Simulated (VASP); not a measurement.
# ZnO (P6_3mc) in VASP: notebook, part 2 of 2

VASP 6.6.1. Earlier steps stand in the parts before.

### Step 3. Single point, LDA (12.13 Å³/atom)

This run uses another cell than the first one, of 12.13 Å³/atom.

Input file INCAR:

```
PREC     = Accurate       # precision mode
ENCUT    = 520            # plane-wave cutoff, eV
EDIFF    = 1E-7           # SCF threshold, eV
ISMEAR   = -1             # smearing method
SIGMA    = 0.02           # smearing width, eV
LREAL    = False          # projectors in reciprocal space
LASPH    = True           # aspherical terms in the spheres
NELM     = 60             # most SCF steps
ALGO     = Normal         # electronic algorithm
ISIF     = 2              # what is computed and relaxed
LWAVE    = False          # write WAVECAR
LCHARG   = True           # write CHGCAR
LELF     = True           # ELF
LVHAR    = True         
NBANDS   = 26             # bands
```

Input file KPOINTS:

```
regular mesh
0
Gamma
  11 11 6
```

Input file POSCAR:

```
ZnO
1.0
    3.2709185479      0.0000000000      0.0000000000
   -1.6354592739      2.8326985562      0.0000000000
    0.0000000000      0.0000000000      5.2382632560
Zn O
2 2
Direct
    0.3333333333      0.6666666667      0.0000000000
    0.6666666667      0.3333333333      0.5000000000
    0.3333333333      0.6666666667      0.3821000000
    0.6666666667      0.3333333333      0.8821000000
```

Potentials or basis: VASP PAW LDA potentials, release 64 (Zn, O).

Command:

```
$ cat potpaw_LDA.64/Zn/POTCAR potpaw_LDA.64/O/POTCAR > POTCAR
$ mpirun -np 1 vasp_std > vasp.out
```

OUTCAR:

```text
PREC = Accurate
   ENCUT = 520
   EDIFF = 1E-7
   ISMEAR = -1
   LREAL = False
   LASPH = True
   NELM = 60
   ISIF = 2

 ion  position               nearest neighbor table
   1  0.333  0.667  0.000-   4 1.99   4 1.99   4 1.99   3 2.00
   2  0.667  0.333  0.500-   3 1.99   3 1.99   3 1.99   4 2.00
   3  0.333  0.667  0.382-   2 1.99   2 1.99   2 1.99   1 2.00
   4  0.667  0.333  0.882-   1 1.99   1 1.99   1 1.99   2 2.00

  LATTYP: Found a hexagonal cell.
 ALAT       =     3.2709185479
 C/A-ratio  =     1.6014655147

  Lattice vectors:

 A1 = (   3.2709185479,   0.0000000000,   0.0000000000)
 A2 = (  -1.6354592739,   2.8326985562,   0.0000000000)
 A3 = (   0.0000000000,   0.0000000000,   5.2382632560)

Analysis of symmetry for initial positions (statically):
=====================================================================
 Subroutine PRICEL returns:
 Original cell was already a primitive cell.

 Routine SETGRP: Setting up the symmetry group for a
 hexagonal supercell.

 Subroutine GETGRP returns: Found 12 space group operations
 (whereof  6 operations were pure point group operations)
 out of a pool of 24 trial point group operations.

The static configuration has the point symmetry C_3v.
 The point group associated with its full space group is C_6v.

Analysis of symmetry for dynamics (positions and initial velocities):
=====================================================================
 Subroutine PRICEL returns:
 Original cell was already a primitive cell.

 Routine SETGRP: Setting up the symmetry group for a
 hexagonal supercell.

 Subroutine GETGRP returns: Found 12 space group operations
 (whereof  6 operations were pure point group operations)
 out of a pool of 24 trial point group operations.

The dynamic configuration has the point symmetry C_3v.
 The point group associated with its full space group is C_6v.

 Subroutine INISYM returns: Found 12 space group operations
 (whereof  6 operations are pure point group operations),
 and found     1 'primitive' translations
[... 117 lines left out ...]
   IMIX   =      4    mixing-type and parameters
     AMIX     =   0.40;   BMIX     =  1.00
     AMIX_MAG =   1.60;   BMIX_MAG =  1.00
  volume/ion in A,a.u.               =      12.13        81.88
  Fermi-wavevector in a.u.,A,eV,Ry     =   1.481915  2.800413 29.879361  2.196071
  Thomas-Fermi vector in A             =   2.595766
   LORBIT       =      0    0 simple, 1 ext, 2 COOP (PROOUT), +10 PAW based schemes
   GGA     = CA    functional components
   LHFCALC =     F    Hartree Fock is set to
   AEXX    =    0.0000 exact exchange contribution
   IVDW    =     0    specifies the selected vdW correction
   LEPSILON=     F    determine dielectric tensor
   LRPA    =     F    only Hartree local field effects (RPA)
 non-spin polarized calculation
  energy-cutoff  :      520.00
  volume of cell :       48.54
 maximum number of plane-waves:      1326
   NGX = 13   NGY = 13   NGZ = 19

 number of electron      36.0000021 magnetization

 Free energy of the ion-electron system (eV)
  ---------------------------------------------------
  ext. energy  EPLUGINS =         0.00000000
  ---------------------------------------------------
  free energy    TOTEN  =       -21.08015871 eV

  energy without entropy =      -21.08015871  energy(sigma->0) =      -21.08015871

 E-fermi :   1.0717     XC(G=0): -11.3606

 val. band max:        0.7007155336   @ k =   0.0000   0.0000   0.0000
 cond. band min:       1.4113449395   @ k =   0.0000   0.0000   0.0000
 fundamental gap:      0.7106294059
 Fermi energy:         1.0716700169

 k-point     1 :       0.0000    0.0000    0.0000
  band No.  band energies     occupation
      1     -16.9444      2.00000
      2     -16.2004      2.00000
      3      -4.9892      2.00000
      4      -4.9892      2.00000
      5      -4.9077      2.00000
      6      -4.8276      2.00000
[... 685 lines left out ...]
     25      13.4348      0.00000
     26      14.9089      0.00000

 [... further k-points ...]

------------------------ aborting loop because EDIFF is reached ----------------------------------------

  FORCE on cell =-STRESS in cart. coord.  units (eV):
  Direction    XX          YY          ZZ          XY          YZ          ZX
  --------------------------------------------------------------------------------------
  -------------------------------------------------------------------------------------
  Total       -2.6638084     -2.6638084     -2.4543753     -0.0000000     -0.0000000      0.0000000
  in kB      -87.9338629    -87.9338629    -81.0203550     -0.0000000     -0.0000000      0.0000000
  external PRESSURE =     -85.6293602 kB  Pullay stress =       0.0000000 kB

 VOLUME and BASIS-vectors are now :
 -----------------------------------------------------------------------------
  energy-cutoff  :      520.00
  volume of cell :       48.54
      direct lattice vectors                 reciprocal lattice vectors
     3.270918548  0.000000000  0.000000000     0.305724519  0.176510133  0.000000000
    -1.635459274  2.832698556  0.000000000     0.000000000  0.353020267  0.000000000
     0.000000000  0.000000000  5.238263256     0.000000000  0.000000000  0.190902967

 POSITION                                       TOTAL-FORCE (eV/Angst)
 -----------------------------------------------------------------------------------
     -0.00000      1.88847      0.00000        -0.000000     -0.000000      0.040290
      1.63546      0.94423      2.61913        -0.000000     -0.000000      0.040290
     -0.00000      1.88847      2.00154         0.000000     -0.000000     -0.040290
      1.63546      0.94423      4.62067        -0.000000      0.000000     -0.040290
 -----------------------------------------------------------------------------------
    total drift:                               -0.000001     -0.000001     -0.000219

  FREE ENERGIE OF THE ION-ELECTRON SYSTEM (eV)
  ---------------------------------------------------
  free  energy   TOTEN  =       -21.0801587092 eV

  energy  without entropy=      -21.0801587091  energy(sigma->0) =      -21.08015871
```

OSZICAR:

```text
N       E                     dE             d eps       ncg     rms          rms(c)
DAV:   1     0.294215565033E+03    0.29422E+03   -0.18064E+04  3344   0.200E+03
DAV:   2     0.840222922346E+01   -0.28581E+03   -0.26795E+03  3494   0.413E+02
DAV:   3    -0.234777618337E+02   -0.31880E+02   -0.31419E+02  3658   0.140E+02
DAV:   4    -0.241268389759E+02   -0.64908E+00   -0.64772E+00  3700   0.203E+01
DAV:   5    -0.241302064915E+02   -0.33675E-02   -0.33673E-02  3592   0.153E+00    0.140E+01
DAV:   6    -0.209931820716E+02    0.31370E+01   -0.61352E+00  5278   0.623E+01    0.879E+00
DAV:   7    -0.211488826762E+02   -0.15570E+00   -0.27173E+00  3480   0.167E+01    0.525E+00
DAV:   8    -0.211321121805E+02    0.16770E-01   -0.60099E-01  4424   0.704E+00    0.169E+00
DAV:   9    -0.210783132543E+02    0.53799E-01   -0.10347E-01  4786   0.650E+00    0.343E-01
DAV:  10    -0.210801699021E+02   -0.18566E-02   -0.35001E-02  3396   0.135E+00    0.771E-02
DAV:  11    -0.210801810946E+02   -0.11193E-04   -0.63079E-04  3956   0.597E-01    0.332E-02
DAV:  12    -0.210801574510E+02    0.23644E-04   -0.13326E-04  4222   0.378E-01    0.764E-03
DAV:  13    -0.210801598883E+02   -0.24373E-05   -0.17857E-05  3986   0.425E-02    0.895E-03
DAV:  14    -0.210801587131E+02    0.11751E-05   -0.24007E-06  3832   0.161E-02    0.162E-03
DAV:  15    -0.210801587092E+02    0.39518E-08   -0.16161E-07  2810   0.642E-03
   1 F= -.21080159E+02 E0= -.21080159E+02  d E =-.680964E-10
```

stdout:

```text
POSCAR found type information on POSCAR ZnO
 POSCAR found :  2 types and       4 ions
 scaLAPACK will be used
 LDA part: xc-table for (Slater(with rela. corr.)+CA(PZ))
 , standard interpolation
 POSCAR, INCAR and KPOINTS ok, starting setup
 FFT: planning ... GRIDC
 FFT: planning ... GRID_SOFT
 FFT: planning ... GRID
 WAVECAR not read
 entering main loop
```

It took 36 s on 1 thread of AMD EPYC 9R45 (Zen 5), shared host; peak memory 0.16 GiB.

Results:

```
Free energy            : -21.0802 eV
Pressure               : -8.6 GPa
Largest force          : 0.040 eV/Å
Band gap on the k mesh : 0.71 eV
```

Forces on the atoms (eV/Å):
```
Zn   0.000  0.000  0.040
Zn   0.000  0.000  0.040
O    0.000  0.000 -0.040
O    0.000  0.000 -0.040
```

Caveat: the cell stands under tension.

### Step 4. Single point, LDA (12.37 Å³/atom)

This run uses another cell than the first one, of 12.37 Å³/atom.

Input file INCAR:

```
PREC = Accurate
ENCUT = 520
EDIFF = 1E-6
ISMEAR = -1
SIGMA = 0.02
LREAL = False
LASPH = True
NELM = 80
ALGO = Normal
ISIF = 2
LWAVE = False
LCHARG = True
LELF = True
LVHAR = True
NBANDS = 26
```

Input file KPOINTS:

```
Automatic mesh
0
Gamma
  11 11 6
```

Input file POSCAR:

```
ZnO
1.0
    3.2921588739      0.0000000000      0.0000000000
   -1.6460794369      2.8510932180      0.0000000000
    0.0000000000      0.0000000000      5.2722789056
Zn O
2 2
Direct
    0.3333333333      0.6666666667      0.0000000000
    0.6666666667      0.3333333333      0.5000000000
    0.3333333333      0.6666666667      0.3821000000
    0.6666666667      0.3333333333      0.8821000000
```

Command:

```
$ cat potpaw_LDA.64/Zn/POTCAR potpaw_LDA.64/O/POTCAR > POTCAR
$ mpirun -np 1 vasp_std > vasp.out
```

It took 37 s on 1 thread of AMD EPYC 9R45 (Zen 5), shared host; peak memory 0.16 GiB.

Results (log left out):

```
Free energy            : -21.0236 eV
Pressure               : -10.8 GPa
Largest force          : 0.040 eV/Å
Band gap on the k mesh : 0.68 eV
```

Forces on the atoms (eV/Å):
```
Zn   0.000  0.000  0.040
Zn   0.000  0.000  0.040
O    0.000  0.000 -0.040
O    0.000  0.000 -0.040
```

Stress tensor (GPa, compression positive):
```
-11.07   0.00   0.00
  0.00 -11.07   0.00
  0.00   0.00 -10.31
```

Levels at points of the mesh, in eV from the valence-band top:
| k point | band 15 | band 16 | band 17 | band 18 | band 19 | band 20 | band 21 | band 22 |
| --- | --- | --- | --- | --- | --- | --- | --- | --- |
| (0.00, 0.00, 0.00) | -0.75 | -0.08 | 0.00 | 0.00 | 0.68 | 4.92 | 7.98 | 12.43 |
| (0.00, 0.00, 0.50) | -0.37 | -0.37 | -0.37 | -0.37 | 3.30 | 3.30 | 9.74 | 9.74 |

Caveat: the cell stands under tension.

### Step 5. Overview

```tsv
cell	gap on the mesh (eV)	pressure (GPa)	largest force (eV/Å)
a = 3.260, b = 3.260, c = 5.221 Å, angles 90.0, 90.0, 120.0°, 4 atoms	0.73	-7.3	0.04
a = 3.271, b = 3.271, c = 5.238 Å, angles 90.0, 90.0, 120.0°, 4 atoms	0.71	-8.6	0.04
a = 3.292, b = 3.292, c = 5.272 Å, angles 90.0, 90.0, 120.0°, 4 atoms	0.68	-10.8	0.04
```

Alike in all rows: task single point; level LDA; potentials or basis VASP PAW LDA potentials, release 64 (Zn, O); no spin polarisation; k mesh 11 × 11 × 6; cutoff (eV) 520; smearing fermi-dirac 0.02 eV.

Caveats: the cell stands under tension.

Total energies depend on the potentials used, so only differences within one code and one set of settings carry meaning.
